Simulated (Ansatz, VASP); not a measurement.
**One calculation of WS2, two programs**

INCAR

```
SYSTEM = WS2
PREC     = Accurate       ! precision mode
ENCUT    = 600            ! plane-wave cutoff, eV
EDIFF    = 1E-6           ! SCF threshold, eV
ISMEAR   = -1             ! smearing method
SIGMA    = 0.08           ! smearing width, eV
LREAL    = .FALSE.        ! projectors in reciprocal space
LASPH    = .TRUE.         ! aspherical terms in the spheres
NELM     = 80             ! most SCF steps
ALGO     = Normal         ! electronic algorithm
ISIF     = 3              ! what is computed and relaxed
LWAVE    = .FALSE.        ! write WAVECAR
LCHARG   = .FALSE.        ! write CHGCAR
GGA      = PE             ! functional
IBRION   = 2              ! ionic algorithm
NSW      = 100            ! ionic steps
EDIFFG   = -0.005         ! ionic threshold
```

KPOINTS

```
Automatic mesh
0
G
  11 11 11
  0 0 0
```

File POSCAR:

```
WS2
1.0
    0.0000000000      2.7909527271      2.7909527271
    2.7909527271      0.0000000000      2.7909527271
    2.7909527271      2.7909527271      0.0000000000
W S
1 2
Direct
    0.0000000000      0.0000000000      0.0000000000
    0.2500000000      0.2500000000      0.2500000000
    0.7500000000      0.7500000000      0.7500000000
```

Input for Ansatz:

```yaml
crystal:
  lattice:
    - [0.0, 2.7909527271, 2.7909527271]
    - [2.7909527271, 0.0, 2.7909527271]
    - [2.7909527271, 2.7909527271, 0.0]
  atoms:
    - { symbol: W, position: [0.0, 0.0, 0.0] }
    - { symbol: S, position: [0.25, 0.25, 0.25] }
    - { symbol: S, position: [0.75, 0.75, 0.75] }
kpoints:
  mp_grid: { grid: [11, 11, 11] }
scf:
  occupations: { method: fermi_dirac, width: 0.08 }
hamiltonian:
  xc: pbe
  pseudopotentials: { kind: paw }
output:
  forces: true
  stress: true
  write_density: true
  write_potential: true
  elf: true
  volumetric_format: npy
relax:
  f_tol: 0.005
  max_steps: 80
  cell: {}
```

Alike in both runs: task relaxation of cell and atoms; functional PBE; k mesh 11 × 11 × 11; occupations fermi-dirac, width 0.08 eV; no spin polarisation.

|  | VASP | Ansatz |
| --- | --- | --- |
| version | VASP 6.6.1 | Ansatz 0.2.0 |
| potentials or method | VASP PAW PBE potentials, release 64 (W_sv, S) | PAW with Ansatz's default frozen-core files, scalar-relativistic |
| plane-wave cutoff (eV) | 600 | 420 |
| valence electrons in the cell | 26 | 26 |

Ansatz gave:

| Item | Value |
| --- | --- |
| relaxed volume (Å³/atom) | 16.89 |
| relaxed cell length with the largest relative difference (Å) | 4.154 |

**Question.** Estimate VASP's values.

**Answer.** Relaxed volume (Å³/atom): 16.91; relaxed cell length with the largest relative difference (Å): 4.155.

Spin-orbit coupling is off throughout. Noted on VASP's run: the volume moved by over 15 % at a fixed basis, so the end points are rough.
